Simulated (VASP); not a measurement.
# CdSe (P6_3mc) in VASP: dielectric tensor with PBEsol

Aim: the dielectric tensor of CdSe with PBEsol.

Everything below comes from runs of VASP 6.6.1. Logs are shortened: lines on timing, memory, paths and dates and some standing lists are left out, and cuts for length are marked.

**1. The cell of the first run**

The structure is hexagonal, space group P6_3mc (No. 186). Conventional cell: a = 4.300 Å, b = 4.300 Å, c = 7.020 Å, α = 90.00°, β = 90.00°, γ = 120.00°. Within 3.4 Å of Cd (site symmetry 3m) lie 4 Se at 2.61 to 2.70 Å. Within 3.4 Å of Se (site symmetry 3m) lie 4 Cd at 2.61 to 2.70 Å.

**2. Dielectric tensor, PBEsol**

File INCAR:

```
PREC = Accurate
ENCUT = 400
EDIFF = 1E-8
ISMEAR = 0
SIGMA = 0.01
LREAL = False
LASPH = True
NELM = 120
ALGO = Normal
ISIF = 2
LWAVE = False
LCHARG = False
GGA = PS
LEPSILON = True
GGA_COMPAT = False
```

File KPOINTS:

```
regular mesh
0
Gamma
  6 6 4
```

File POSCAR:

```
CdSe
1.0
    4.3000000000      0.0000000000      0.0000000000
   -2.1500000000      3.7239092363      0.0000000000
    0.0000000000      0.0000000000      7.0200000000
Cd Se
2 2
Direct
    0.3333333333      0.6666666667      0.0000000000
    0.6666666667      0.3333333333      0.5000000000
    0.3333333333      0.6666666667      0.3850000000
    0.6666666667      0.3333333333      0.8850000000
```

Potentials or basis: VASP PAW PBE potentials, release 64 (Cd, Se).

Started as:

```bash
cat potpaw_PBE.64/Cd/POTCAR potpaw_PBE.64/Se/POTCAR > POTCAR
mpirun -np 1 vasp_std > vasp.out
```

OUTCAR:

```text
PREC = Accurate
   ENCUT = 400
   EDIFF = 1E-8
   ISMEAR = 0
   LREAL = False
   LASPH = True
   NELM = 120
   ISIF = 2
   GGA = PS
   LEPSILON = True

 ion  position               nearest neighbor table
   1  0.333  0.667  0.000-   4 2.61   4 2.61   4 2.61   3 2.70
   2  0.667  0.333  0.500-   3 2.61   3 2.61   3 2.61   4 2.70
   3  0.333  0.667  0.385-   2 2.61   2 2.61   2 2.61   1 2.70
   4  0.667  0.333  0.885-   1 2.61   1 2.61   1 2.61   2 2.70

  LATTYP: Found a hexagonal cell.
 ALAT       =     4.3000000000
 C/A-ratio  =     1.6325581395

  Lattice vectors:

 A1 = (   4.3000000000,   0.0000000000,   0.0000000000)
 A2 = (  -2.1500000000,   3.7239092363,   0.0000000000)
 A3 = (   0.0000000000,   0.0000000000,   7.0200000000)

Analysis of symmetry for initial positions (statically):
=====================================================================
 Subroutine PRICEL returns:
 Original cell was already a primitive cell.

 Routine SETGRP: Setting up the symmetry group for a
 hexagonal supercell.

 Subroutine GETGRP returns: Found 12 space group operations
 (whereof  6 operations were pure point group operations)
 out of a pool of 24 trial point group operations.

The static configuration has the point symmetry C_3v.
 The point group associated with its full space group is C_6v.

Analysis of symmetry for dynamics (positions and initial velocities):
=====================================================================
 Subroutine PRICEL returns:
 Original cell was already a primitive cell.

 Routine SETGRP: Setting up the symmetry group for a
 hexagonal supercell.

 Subroutine GETGRP returns: Found 12 space group operations
 (whereof  6 operations were pure point group operations)
 out of a pool of 24 trial point group operations.

The dynamic configuration has the point symmetry C_3v.
 The point group associated with its full space group is C_6v.

 Subroutine INISYM returns: Found 12 space group operations
 (whereof  6 operations are pure point group operations),
 and found     1 'primitive' translations

----------------------------------------------------------------------------------------

                                     Primitive cell

  volume of cell :     112.4099

  direct lattice vectors                    reciprocal lattice vectors
     4.300000000  0.000000000  0.000000000     0.232558140  0.134267504  0.000000000
    -2.150000000  3.723909236  0.000000000     0.000000000  0.268535009  0.000000000
     0.000000000  0.000000000  7.020000000     0.000000000  0.000000000  0.142450142

  length of vectors
     4.300000000  4.300000000  7.020000000     0.268535009  0.268535009  0.142450142

  position of ions in fractional coordinates (direct lattice)
     0.333333333  0.666666667  0.000000000
     0.666666667  0.333333333  0.500000000
     0.333333333  0.666666667  0.385000000
     0.666666667  0.333333333  0.885000000

  ion indices of the primitive-cell ions
   primitive index   ion index
                 1           1
                 2           2
                 3           3
                 4           4

----------------------------------------------------------------------------------------

 KPOINTS: regular mesh

Automatic generation of k-mesh.
 Grid dimensions read from file:
 generate k-points for:    6    6    4

 Generating k-lattice:

  Cartesian coordinates                     Fractional coordinates (reciprocal lattice)
     0.038759690  0.022377917  0.000000000     0.166666667  0.000000000  0.000000000
     0.000000000  0.044755835  0.000000000     0.000000000  0.166666667  0.000000000
     0.000000000  0.000000000  0.035612536     0.000000000  0.000000000  0.250000000

  Length of vectors
     0.044755835  0.044755835  0.035612536

  Shift w.r.t. Gamma in fractional coordinates (k-lattice)
     0.000000000  0.000000000  0.000000000

 Subroutine IBZKPT returns following result:
 ===========================================

 Found     21 irreducible k-points:

 Following reciprocal coordinates:
            Coordinates               Weight
  0.000000  0.000000  0.000000      1.000000
  0.166667 -0.000000  0.000000      6.000000
  0.333333 -0.000000  0.000000      6.000000
  0.500000 -0.000000  0.000000      3.000000
  0.166667  0.166667  0.000000      6.000000
  0.333333  0.166667  0.000000     12.000000
[... 13 lines left out ...]
  0.333333  0.166667  0.500000     12.000000
  0.333333  0.333333  0.500000      2.000000
   k-points           NKPTS =     21   k-points in BZ     NKDIM =     21   number of bands    NBANDS=     22
   number of dos      NEDOS =    301   number of ions     NIONS =      4
   total plane-waves  NPLWV =  37632
   dimension x,y,z NGX =    28 NGY =   28 NGZ =   48
   dimension x,y,z NGXF=    56 NGYF=   56 NGZF=   96
   ions per type =               2   2
   NGX,Y,Z   is equivalent  to a cutoff of  10.83, 10.83, 11.37 a.u.
   NGXF,Y,Z  is equivalent  to a cutoff of  21.65, 21.65, 22.73 a.u.
 SYSTEM =  unknown system
   PREC   = accura    normal or accurate (medium, high low for compatibility)
   ISTART =      0    job   : 0-new  1-cont  2-samecut
   ICHARG =      2    charge: 1-file 2-atom 10-const
   ISPIN  =      1    spin polarized calculation?
   LNONCOLLINEAR =      F non collinear calculations
   LSORBIT =      F    spin-orbit coupling
   LASPH  =      T    aspherical Exc in radial PAW
   ENCUT  =  400.0 eV  29.40 Ry    5.42 a.u.   7.01  7.01 11.45*2*pi/ulx,y,z
   NELM   =    120;   NELMIN=  2; NELMDL= -5     # of ELM steps
   EDIFF  = 0.1E-07   stopping-criterion for ELM
   LREAL  =      F    real-space projection
   EDIFFG = 0.1E-06   stopping-criterion for IOM
   NSW    =      0    number of steps for IOM
   IBRION =     -1    ionic relax: 0-MD 1-quasi-New 2-CG
   NFREE  =      0    steps in history (QN), initial steepest desc. (CG)
   ISIF   =      2    stress and relaxation
   ISYM   =      2    0-nonsym 1-usesym 2-fastsym
   POTIM  = 0.5000    time-step for ionic-motion
   TEBEG  =    0.0;   TEEND  =   0.0 temperature during run
   PSTRESS=    0.0 pullay stress
   NELECT =      36.0000    total number of electrons
   NUPDOWN=      -1.0000    fix difference up-down
   EMIN   =  10.00;   EMAX   =-10.00  energy-range for DOS
   EFERMI =   0.00;   METHOD = LEGACY
   ISMEAR =     0;   SIGMA  =   0.01  broadening in eV -4-tet -1-fermi 0-gaus
   EFERMI_NEDOS =   21; number of points for ismear=-14 and -15
   IALGO  =     38    algorithm
   IMIX   =      4    mixing-type and parameters
     AMIX     =   0.40;   BMIX     =  1.00
     AMIX_MAG =   1.60;   BMIX_MAG =  1.00
  volume/ion in A,a.u.               =      28.10       189.64
  Fermi-wavevector in a.u.,A,eV,Ry     =   1.120059  2.116604 17.068937  1.254531
  Thomas-Fermi vector in A             =   2.256702
   LORBIT       =      0    0 simple, 1 ext, 2 COOP (PROOUT), +10 PAW based schemes
   GGA     = PS    functional components
   LHFCALC =     F    Hartree Fock is set to
   AEXX    =    0.0000 exact exchange contribution
   IVDW    =     0    specifies the selected vdW correction
   LEPSILON=     T    determine dielectric tensor
   LRPA    =     F    only Hartree local field effects (RPA)
 non-spin polarized calculation
 Gauss-broadening in eV      SIGMA  =   0.01
  energy-cutoff  :      400.00
  volume of cell :      112.41
 maximum number of plane-waves:      2059
 NGX is ok and might be reduce to    28
   NGX = 13   NGY = 13   NGZ = 23

--------------------------------------- Ionic step        1  -------------------------------------------

 number of electron      35.9999993 magnetization

 E-fermi :   0.8670     XC(G=0):  -9.0931

 val. band max:        0.8088803731   @ k =   0.0000   0.0000   0.0000
 cond. band min:       1.3858298011   @ k =   0.0000   0.0000   0.0000
 fundamental gap:      0.5769494280
 Fermi energy:         0.8670063625

 k-point     1 :       0.0000    0.0000    0.0000
  band No.  band energies     occupation
      1     -11.8160      2.00000
      2     -11.4420      2.00000
      3      -7.1052      2.00000
      4      -7.1052      2.00000
      5      -7.0491      2.00000
      6      -7.0491      2.00000
[... 499 lines left out ...]
      6      -6.9135      2.00000
[... 14 lines left out ...]
     21       6.6029      0.00000
     22       6.6029      0.00000

  FORCE on cell =-STRESS in cart. coord.  units (eV):
  Direction    XX          YY          ZZ          XY          YZ          ZX
  --------------------------------------------------------------------------------------
  -------------------------------------------------------------------------------------
  Total        0.5424325      0.5424325     -0.8062823      0.0000000      0.0000000      0.0000000
  in kB        7.7312837      7.7312837    -11.4919315      0.0000000      0.0000000      0.0000000
  external PRESSURE =       1.3235453 kB  Pullay stress =       0.0000000 kB

 VOLUME and BASIS-vectors are now :
 -----------------------------------------------------------------------------
  energy-cutoff  :      400.00
  volume of cell :      112.41
      direct lattice vectors                 reciprocal lattice vectors
     4.300000000  0.000000000  0.000000000     0.232558140  0.134267504  0.000000000
    -2.150000000  3.723909236  0.000000000     0.000000000  0.268535009  0.000000000
     0.000000000  0.000000000  7.020000000     0.000000000  0.000000000  0.142450142

 POSITION                                       TOTAL-FORCE (eV/Angst)
 -----------------------------------------------------------------------------------
     -0.00000      2.48261      0.00000         0.000000     -0.000000      0.275380
      2.15000      1.24130      3.51000        -0.000000      0.000000      0.275380
     -0.00000      2.48261      2.70270         0.000000     -0.000000     -0.275380
      2.15000      1.24130      6.21270        -0.000000      0.000000     -0.275380
 -----------------------------------------------------------------------------------
    total drift:                               -0.000000     -0.000000      0.000149

  FREE ENERGIE OF THE ION-ELECTRON SYSTEM (eV)
  ---------------------------------------------------
  free  energy   TOTEN  =       -12.3238866618 eV

  energy  without entropy=      -12.3238866618  energy(sigma->0) =      -12.32388666

 HEAD OF MICROSCOPIC STATIC DIELECTRIC TENSOR (INDEPENDENT PARTICLE, excluding Hartree and local field effects)
 ------------------------------------------------------
          16.148340     0.000000     0.000000
           0.000000    16.148340     0.000000
           0.000000     0.000000    15.742911
 ------------------------------------------------------

 Free energy of the ion-electron system (eV)
  ---------------------------------------------------
  ---------------------------------------------------
  free energy    TOTEN  =        -4.78758394 eV

  energy without entropy =       -4.78758394

------------------------ aborting loop because EDIFF is reached ----------------------------------------

--------------------------------------- Ionic step        2  -------------------------------------------

------------------------ aborting loop because EDIFF is reached ----------------------------------------

--------------------------------------- Ionic step        3  -------------------------------------------

 Free energy of the ion-electron system (eV)
  ---------------------------------------------------
  ---------------------------------------------------
  free energy    TOTEN  =        -4.66550906 eV

  energy without entropy =       -4.66550906

------------------------ aborting loop because EDIFF is reached ----------------------------------------

 PIEZOELECTRIC TENSOR FIELD DIRECTION 3  (e Angst)
 -----------------------------------------------------------------------------
     2.62222  0.00000  0.00000           ( -0.03081  0.00000  0.00000)
     0.00000  2.62222  0.00000           (  0.00000 -0.03081  0.00000)
     0.00000  0.00000 -6.27787           (  0.00000  0.00000  0.08129)

 PIEZOELECTRIC TENSOR FIELD DIRECTION 3  (C/m^2)
 -----------------------------------------------------------------------------
     0.37374  0.00000  0.00000
     0.00000  0.37374  0.00000
     0.00000  0.00000 -0.89478

 MACROSCOPIC STATIC DIELECTRIC TENSOR (including local field effects in DFT)
 ------------------------------------------------------
          15.783507    -0.000000     0.000000
          -0.000000    15.783507     0.000000
           0.000000    -0.000000    15.412635
 ------------------------------------------------------

 PIEZOELECTRIC TENSOR (including local field effects)  for field in x, y, z        (e  Angst)
          XX          YY          ZZ          XY          YZ          ZX
  --------------------------------------------------------------------------------
  x     0.00000     0.00000     0.00000     0.00000     0.00000     2.95195
  y    -0.00000     0.00000    -0.00000     0.00000     2.95195     0.00000
  z     2.62222     2.62222    -6.27787     0.00000    -0.00000    -0.00000

 PIEZOELECTRIC TENSOR (including local field effects)  for field in x, y, z        (C/m^2)
          XX          YY          ZZ          XY          YZ          ZX
  --------------------------------------------------------------------------------
  x     0.00000     0.00000     0.00000     0.00000     0.00000     0.42074
  y    -0.00000     0.00000    -0.00000     0.00000     0.42074     0.00000
  z     0.37374     0.37374    -0.89478     0.00000    -0.00000    -0.00000

 BORN EFFECTIVE CHARGES (including local field effects) (in |e|, cummulative output)
 ---------------------------------------------------------------------------------
 ion    1
    1     2.38405     0.00000     0.00000
    2     0.00000     2.38405     0.00000
    3     0.00000     0.00000     2.42592
 ion    2
    1     2.38405    -0.00000     0.00000
    2     0.00000     2.38405     0.00000
    3     0.00000     0.00000     2.42592
 ion    3
    1    -2.38405     0.00000     0.00000
    2     0.00000    -2.38405     0.00000
    3     0.00000    -0.00000    -2.42592
 ion    4
    1    -2.38405     0.00000     0.00000
    2     0.00000    -2.38405     0.00000
    3     0.00000     0.00000    -2.42592
```

Wall time 6.3 min (1 thread of Intel Xeon Platinum 8259CL at 2.50GHz (Skylake/Cascade Lake), shared host); peak memory 0.35 GiB.

Results:

```yaml
Band_gap_on_the_k_mesh: 0.58 eV
Electronic_dielectric_tensor_diagonal: 15.78, 15.78, 15.41
Born_charges_mean_of_the_diagonal: Cd +2.40; Se -2.40 e
```

Levels at points of the mesh, in eV from the valence-band top:
```csv
k point,band 14,band 15,band 16,band 17,band 18,band 19,band 20,band 21,band 22
"(0.00, 0.00, 0.00)",-0.73,-0.73,-0.01,0.00,0.00,0.58,2.01,5.79,5.79
"(0.50, 0.00, 0.00)",-3.77,-2.61,-1.89,-1.27,-0.84,3.14,3.20,4.69,6.08
"(0.00, 0.00, 0.50)",-2.62,-0.38,-0.38,-0.38,-0.38,2.24,2.24,5.72,5.72
"(0.50, 0.00, 0.50)",-4.30,-1.40,-1.40,-1.31,-1.31,2.88,2.88,4.69,4.69
```

Electronic dielectric tensor:
```
15.78  0.00  0.00
 0.00 15.78  0.00
 0.00  0.00 15.41
```

Born effective charge tensors (e):
atom 1, Cd
```
2.38 0.00 0.00
0.00 2.38 0.00
0.00 0.00 2.43
```
atom 2, Cd
```
2.38 0.00 0.00
0.00 2.38 0.00
0.00 0.00 2.43
```
atom 3, Se
```
-2.38  0.00  0.00
 0.00 -2.38  0.00
 0.00  0.00 -2.43
```
atom 4, Se
```
-2.38  0.00  0.00
 0.00 -2.38  0.00
 0.00  0.00 -2.43
```

Caveat: the gap is small at this level, which inflates the dielectric constant; semilocal functionals underestimate gaps, and a narrow one can read as zero; the PAW data sets were made with another functional, which shifts forces and pressure a little.
